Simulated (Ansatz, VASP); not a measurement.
## One calculation of Cs, two programs

```
CELL_PARAMETERS angstrom
8.55407 0.00000 0.00000
-4.27704 7.40804 0.00000
0.00000 0.00000 4.94746
ATOMIC_POSITIONS crystal
Cs 0.33333 0.66667 0.00000
Cs 0.66667 0.33333 0.00000
```

Alike in both runs: functional PBE; k mesh 3 × 3 × 4; occupations gaussian, width 0.1 eV; no spin polarisation.

Ansatz relaxed the structure, and its values are those at the end. VASP's run is a single point on that final structure, the one shown.

```csv
,VASP,Ansatz
version,VASP 6.6.1,Ansatz 0.2.0
potentials or method,"VASP PAW PBE potentials, release 64 (Cs_sv), cutoff 520 eV","scalar-relativistic, plane waves, PAW"
valence electrons in the cell,18,18
```

```tsv
	VASP	Ansatz	Ansatz less VASP
gap on the k mesh at the Fermi level (eV)	none	none	-
pressure (GPa)	0.1	0.1	0.00
```

A gap of «none» marks a metal or a gap that the smearing closes. The functional is the same, so the differences come from potentials, cutoffs and numerics.

Neither program's run includes spin-orbit coupling.
